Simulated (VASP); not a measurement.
# BN (F-43m) in VASP: further runs

Runs on BN. Level: PBEsol. Tasks: elastic constants.

All numbers are computed with VASP 6.6.1; they aren't measurements. Logs are shortened: lines on timing, memory, paths and dates and some standing lists are left out, and cuts for length are marked.

### Step 1. The cell of the first run

It takes space group F-43m (No. 216, cubic). The conventional cell has a = 3.562 Å, b = 3.562 Å, c = 3.562 Å, α = 90.00°, β = 90.00°, γ = 90.00°. B (site symmetry -43m) has 4 N at 1.54 Å within 2.1 Å. Within 2.1 Å of N (site symmetry -43m) lie 4 B at 1.54 Å.

### Step 2. Elastic constants, PBEsol

The input, INCAR:

```
PREC = Accurate
ENCUT = 600
EDIFF = 1E-8
ISMEAR = 0
SIGMA = 0.01
LREAL = False
LASPH = True
NELM = 100
ALGO = Normal
ISIF = 3
LWAVE = False
LCHARG = False
GGA = PS
IBRION = 6
NFREE = 2
POTIM = 0.015
NSW = 1
```

The input, KPOINTS:

```
Automatic mesh
0
Gamma
  12 12 12
```

The input, POSCAR:

```
BN
1.0
    0.0000000000      1.7811056316      1.7811056316
    1.7811056316      0.0000000000      1.7811056316
    1.7811056316      1.7811056316      0.0000000000
B N
1 1
Direct
    0.0000000000      0.0000000000      0.0000000000
    0.7500000000      0.7500000000      0.7500000000
```

Potentials or basis: VASP PAW PBE potentials, release 64 (B, N).

Launch:

```console
> cat potpaw_PBE.64/B/POTCAR potpaw_PBE.64/N/POTCAR > POTCAR
> mpirun -np 1 vasp_std > vasp.out
```

OUTCAR:

```text
PREC = Accurate
   ENCUT = 600
   EDIFF = 1E-8
   ISMEAR = 0
   LREAL = False
   LASPH = True
   NELM = 100
   ISIF = 3
   GGA = PS
   IBRION = 6
   NFREE = 2
   POTIM = 0.015
   NSW = 1

 ion  position               nearest neighbor table
   1  0.000  0.000  0.000-   2 1.54   2 1.54   2 1.54   2 1.54
   2  0.750  0.750  0.750-   1 1.54   1 1.54   1 1.54   1 1.54

  LATTYP: Found a face centered cubic cell.
 ALAT       =     3.5622112632

  Lattice vectors:

 A1 = (   0.0000000000,   1.7811056316,   1.7811056316)
 A2 = (   1.7811056316,   0.0000000000,   1.7811056316)
 A3 = (   1.7811056316,   1.7811056316,   0.0000000000)

Analysis of symmetry for initial positions (statically):
=====================================================================
 Subroutine PRICEL returns:
 Original cell was already a primitive cell.

 Routine SETGRP: Setting up the symmetry group for a
 face centered cubic supercell.

 Subroutine GETGRP returns: Found 24 space group operations
 (whereof 24 operations were pure point group operations)
 out of a pool of 48 trial point group operations.

The static configuration has the point symmetry T_d .

Analysis of symmetry for dynamics (positions and initial velocities):
=====================================================================
 Subroutine PRICEL returns:
 Original cell was already a primitive cell.

 Routine SETGRP: Setting up the symmetry group for a
 face centered cubic supercell.

 Subroutine GETGRP returns: Found 24 space group operations
 (whereof 24 operations were pure point group operations)
 out of a pool of 48 trial point group operations.

The dynamic configuration has the point symmetry T_d .

 Subroutine INISYM returns: Found 24 space group operations
 (whereof 24 operations are pure point group operations),
 and found     1 'primitive' translations

----------------------------------------------------------------------------------------

                                     Primitive cell

  volume of cell :      11.3005

  direct lattice vectors                    reciprocal lattice vectors
     0.000000000  1.781105632  1.781105632    -0.280724507  0.280724507  0.280724507
     1.781105632  0.000000000  1.781105632     0.280724507 -0.280724507  0.280724507
     1.781105632  1.781105632  0.000000000     0.280724507  0.280724507 -0.280724507

  length of vectors
     2.518863740  2.518863740  2.518863740     0.486229109  0.486229109  0.486229109

  position of ions in fractional coordinates (direct lattice)
     0.000000000  0.000000000  0.000000000
     0.750000000  0.750000000  0.750000000

  ion indices of the primitive-cell ions
   primitive index   ion index
                 1           1
                 2           2

----------------------------------------------------------------------------------------

 KPOINTS: Automatic mesh

Automatic generation of k-mesh.
 Grid dimensions read from file:
 generate k-points for:   12   12   12

 Generating k-lattice:

  Cartesian coordinates                     Fractional coordinates (reciprocal lattice)
    -0.023393709  0.023393709  0.023393709     0.083333333  0.000000000  0.000000000
     0.023393709 -0.023393709  0.023393709     0.000000000  0.083333333  0.000000000
     0.023393709  0.023393709 -0.023393709     0.000000000  0.000000000  0.083333333

  Length of vectors
     0.040519092  0.040519092  0.040519092

  Shift w.r.t. Gamma in fractional coordinates (k-lattice)
     0.000000000  0.000000000  0.000000000

 Subroutine IBZKPT returns following result:
 ===========================================

 Found     72 irreducible k-points:

 Following reciprocal coordinates:
            Coordinates               Weight
  0.000000  0.000000  0.000000      1.000000
  0.083333  0.000000  0.000000      8.000000
  0.166667  0.000000  0.000000      8.000000
  0.250000  0.000000  0.000000      8.000000
  0.333333  0.000000  0.000000      8.000000
  0.416667  0.000000  0.000000      8.000000
[... 16 lines left out ...]
  0.500000  0.166667  0.000000     24.000000
 -0.416667  0.166667  0.000000     24.000000
[... 35 lines left out ...]
   EFERMI_NEDOS =   21; number of points for ismear=-14 and -15
   IALGO  =     38    algorithm
   IMIX   =      4    mixing-type and parameters
     AMIX     =   0.40;   BMIX     =  1.00
     AMIX_MAG =   1.60;   BMIX_MAG =  1.00
  volume/ion in A,a.u.               =       5.65        38.13
  Fermi-wavevector in a.u.,A,eV,Ry     =   1.459056  2.757215 28.964668  2.128843
  Thomas-Fermi vector in A             =   2.575668
   LORBIT       =      0    0 simple, 1 ext, 2 COOP (PROOUT), +10 PAW based schemes
   GGA     = PS    functional components
   LHFCALC =     F    Hartree Fock is set to
   AEXX    =    0.0000 exact exchange contribution
   IVDW    =     0    specifies the selected vdW correction
   LEPSILON=     F    determine dielectric tensor
   LRPA    =     F    only Hartree local field effects (RPA)
 finite differences with symmetry
 non-spin polarized calculation
 Gauss-broadening in eV      SIGMA  =   0.01
  energy-cutoff  :      600.00
  volume of cell :       11.30
 maximum number of plane-waves:       388
   NGX =  9   NGY =  9   NGZ =  9

--------------------------------------- Ionic step        1  -------------------------------------------

 number of electron       7.9999998 magnetization

 Free energy of the ion-electron system (eV)
  ---------------------------------------------------
  ext. energy  EPLUGINS =         0.00000000
  ---------------------------------------------------
  free energy    TOTEN  =       -18.32923056 eV

  energy without entropy =      -18.32923056  energy(sigma->0) =      -18.32923056

------------------------ aborting loop because EDIFF is reached ----------------------------------------

  FORCE on cell =-STRESS in cart. coord.  units (eV):
  Direction    XX          YY          ZZ          XY          YZ          ZX
  --------------------------------------------------------------------------------------
  -------------------------------------------------------------------------------------
  Total        1.0898255      1.0898255      1.0898255     -0.0000000      0.0000000     -0.0000000
  in kB      154.5142447    154.5142447    154.5142447     -0.0000000      0.0000000     -0.0000000
  external PRESSURE =     154.5142447 kB  Pullay stress =       0.0000000 kB
[... 89 lines left out ...]
  FREE ENERGIE OF THE ION-ELECTRON SYSTEM (eV)
  ---------------------------------------------------
  free  energy   TOTEN  =       -18.3059720094 eV

  energy  without entropy=      -18.3059720094  energy(sigma->0) =      -18.30597201

[... ionic steps 4 to 14 ...]

--------------------------------------- Ionic step       15  -------------------------------------------

 number of electron       7.9999998 magnetization

------------------------ aborting loop because EDIFF is reached ----------------------------------------
[... 67 lines left out ...]
--------------------------------------- Ionic step       17  -------------------------------------------

 number of electron       7.9999999 magnetization

 Free energy of the ion-electron system (eV)
  ---------------------------------------------------
  ext. energy  EPLUGINS =         0.00000000
  ---------------------------------------------------
  free energy    TOTEN  =       -18.32619274 eV

  energy without entropy =      -18.32619274  energy(sigma->0) =      -18.32619274

 E-fermi :   8.1917     XC(G=0): -13.2330

 val. band max:        8.0540094424   @ k =   0.0000   0.0000   0.0000
 cond. band min:      12.2345487795   @ k =   0.5000   0.5000   0.0000
 fundamental gap:      4.1805393372
 Fermi energy:         8.1916739999

 k-point     1 :       0.0000    0.0000    0.0000
  band No.  band energies     occupation
      1     -12.8491      2.00000
      2       7.7738      2.00000
      3       7.9186      2.00000
      4       8.0540      2.00000
      5      16.7767      0.00000
      6      16.8814      0.00000
      7      17.0016      0.00000
      8      18.9065      0.00000
[... 243 lines left out ...]
 k-point    24 :      -0.4167    0.1667    0.0000
  band No.  band energies     occupation
      1      -7.9837      2.00000
      2      -2.5289      2.00000
      3       3.5659      2.00000
      4       5.2369      2.00000
      5      17.3117      0.00000
      6      20.3345      0.00000
      7      20.6284      0.00000
      8      24.0493      0.00000

 [... further k-points ...]

------------------------ aborting loop because EDIFF is reached ----------------------------------------

  FORCE on cell =-STRESS in cart. coord.  units (eV):
  Direction    XX          YY          ZZ          XY          YZ          ZX
  --------------------------------------------------------------------------------------
  -------------------------------------------------------------------------------------
  Total        1.0928077      1.0963384      1.0963384      0.0000000     -0.0673600      0.0000000
  in kB      154.9370577    155.4376327    155.4376327      0.0000000     -9.5502306      0.0000000
  external PRESSURE =     155.2707744 kB  Pullay stress =       0.0000000 kB
[... 17 lines left out ...]
  FREE ENERGIE OF THE ION-ELECTRON SYSTEM (eV)
  ---------------------------------------------------
  free  energy   TOTEN  =       -18.3261927393 eV

  energy  without entropy=      -18.3261927393  energy(sigma->0) =      -18.32619274

 INTERNAL STRAIN TENSORS FROM STRAINED CELLS
 ============================================

 INTERNAL STRAIN TENSOR FOR ION    1 for displacements in x,y,z  (eV/Angst):
          X           Y           Z          XY          YZ          ZX
  --------------------------------------------------------------------------------
  x     0.00000    -0.00000     0.00000    -0.00000    -4.49096     0.00000
  y     0.00000    -0.00000     0.00000     0.00000    -0.00000    -4.49102
  z     0.00000     0.00000    -0.00000    -4.49122     0.00000     0.00000

 INTERNAL STRAIN TENSORS FROM DISPLACED ATOMS
 ============================================

 INTERNAL STRAIN TENSOR FOR ION    1 for displacements in x,y,z  (eV/Angst):
          X           Y           Z          XY          YZ          ZX
  --------------------------------------------------------------------------------
  x     0.00000    -0.00000    -0.00000     0.00000    -4.49062     0.00000
  y     0.00000     0.00000     0.00000     0.00000     0.00000    -4.49062
  z    -0.00000    -0.00000     0.00000    -4.49062     0.00000     0.00000

 INTERNAL STRAIN TENSOR FOR ION    2 for displacements in x,y,z  (eV/Angst):
          X           Y           Z          XY          YZ          ZX
  --------------------------------------------------------------------------------
  x    -0.00000    -0.00000    -0.00000     0.00000     4.49104     0.00000
  y    -0.00000     0.00000    -0.00000     0.00000     0.00000     4.49104
  z    -0.00000    -0.00000    -0.00000     4.49104     0.00000     0.00000

 Eigenvectors and eigenvalues of the dynamical matrix
 ----------------------------------------------------

   1 f  =   32.893185 THz   206.673977 2PiTHz 1097.198552 cm-1   136.035222 meV
             X         Y         Z           dx          dy          dz
      0.000000  0.000000  0.000000     0.751234   -0.000000    0.000000
      2.671658  2.671658  2.671658    -0.660036    0.000000    0.000000
[... 21 lines left out ...]
   6 f/i=    0.002270 THz     0.014265 2PiTHz    0.075728 cm-1     0.009389 meV
             X         Y         Z           dx          dy          dz
      0.000000  0.000000  0.000000     0.000000    0.000000   -0.660036
      2.671658  2.671658  2.671658     0.000000    0.000000   -0.751234

--------------------------------------------------------------------------------------------------------

 ELASTIC MODULI CONTR FROM IONIC RELAXATION (kBar)
 Direction    XX          YY          ZZ          XY          YZ          ZX
 --------------------------------------------------------------------------------
 XX          -0.0000     -0.0000     -0.0000      0.0000      0.0000      0.0000
 YY          -0.0000     -0.0000     -0.0000      0.0000      0.0000     -0.0000
 ZZ          -0.0000     -0.0000     -0.0000      0.0000      0.0000      0.0000
 XY           0.0000      0.0000      0.0000   -105.8763     -0.0000      0.0000
 YZ           0.0000      0.0000      0.0000     -0.0000   -105.8763      0.0000
 ZX           0.0000     -0.0000      0.0000      0.0000      0.0000   -105.8763
 --------------------------------------------------------------------------------

 TOTAL ELASTIC MODULI (kBar)
 Direction    XX          YY          ZZ          XY          YZ          ZX
 --------------------------------------------------------------------------------
 XX        8463.3014   2167.9030   2167.9030      0.0000      0.0000     -0.0000
 YY        2167.9030   8463.3014   2167.9030     -0.0000      0.0000     -0.0000
 ZZ        2167.9030   2167.9030   8463.3014      0.0000      0.0000     -0.0000
 XY           0.0000     -0.0000      0.0000   4971.2484     -0.0000      0.0000
 YZ           0.0000      0.0000      0.0000     -0.0000   4971.2484      0.0000
 ZX          -0.0000     -0.0000     -0.0000      0.0000      0.0000   4971.2484
 --------------------------------------------------------------------------------
```

Run time: 3.2 min. Hardware: 1 thread of AMD EPYC 9R45 (Zen 5), shared host; peak memory 0.2 GiB.

What came out:

```
Elastic constants C11, C12, C44                         : 846, 217, 497 GPa
Voigt bulk modulus                                      : 427 GPa
Highest phonon frequency at Γ, LO-TO splitting left out : 1097 cm⁻¹
```

Phonon frequencies in cm⁻¹ (negative: imaginary):
| q point | frequencies |
| --- | --- |
| (0.000, 0.000, 0.000) | 0 0 0 1097 1097 1097 |

Elastic tensor in Voigt notation (GPa, in the Cartesian axes of the cell as first typed):
```
846 217 217   0   0   0
217 846 217   0   0   0
217 217 846   0   0   0
  0   0   0 497   0   0
  0   0   0   0 497   0
  0   0   0   0   0 497
```

Clamped-ion elastic tensor (GPa):
```
846 217 217   0   0   0
217 846 217   0   0   0
217 217 846   0   0   0
  0   0   0 508   0   0
  0   0   0   0 508   0
  0   0   0   0   0 508
```

Caveat: the cell is under stress, which shifts elastic constants; the PAW data sets were made with another functional, which shifts forces and pressure a little.

### Step 3. Elastic constants, PBEsol

This run uses another cell than the first one, of 5.74 Å³/atom.

The input, INCAR:

```
  PREC = Accurate
  ENCUT = 600
  EDIFF = 1E-8
  ISMEAR = 0
  SIGMA = 0.01
  LREAL = False
  LASPH = True
  NELM = 60
  ALGO = Normal
  ISIF = 3
  LWAVE = False
  LCHARG = False
  GGA = PS
  IBRION = 6
  NFREE = 2
  POTIM = 0.015
  NSW = 1
```

The input, KPOINTS:

```
regular mesh
0
Gamma
  12 12 12
```

The input, POSCAR:

```
BN
1.0
    0.0000000000      1.7908633283      1.7908633283
    1.7908633283      0.0000000000      1.7908633283
    1.7908633283      1.7908633283      0.0000000000
B N
1 1
Direct
    0.0000000000      0.0000000000      0.0000000000
    0.7500000000      0.7500000000      0.7500000000
```

Potentials or basis: VASP PAW PBE potentials, release 64 (B, N).

Launch:

```console
> cat potpaw_PBE.64/B/POTCAR potpaw_PBE.64/N/POTCAR > POTCAR
> mpirun -np 1 vasp_std > vasp.out
```

Wall time 3.2 min (1 thread of AMD EPYC 9R45 (Zen 5), shared host); peak memory 0.2 GiB.

The run converged. Its results:

```yaml
Elastic_constants_C11_C12_C44: 822, 202, 480 GPa
Voigt_bulk_modulus: 409 GPa
Highest_phonon_frequency_at_Γ_LO-TO_splitting_left_out: 1076 cm⁻¹
```

Phonon frequencies in cm⁻¹ (negative: imaginary):
| q point | frequencies |
| --- | --- |
| (0.000, 0.000, 0.000) | 0 0 0 1076 1076 1076 |

Elastic tensor in Voigt notation (GPa, in the Cartesian axes of the cell as first typed):
```
822 202 202   0   0   0
202 822 202   0   0   0
202 202 822   0   0   0
  0   0   0 480   0   0
  0   0   0   0 480   0
  0   0   0   0   0 480
```

Clamped-ion elastic tensor (GPa):
```
822 202 202   0   0   0
202 822 202   0   0   0
202 202 822   0   0   0
  0   0   0 487   0   0
  0   0   0   0 487   0
  0   0   0   0   0 487
```

Caveat: the cell is under stress, which shifts elastic constants; the PAW data sets were made with another functional, which shifts forces and pressure a little.
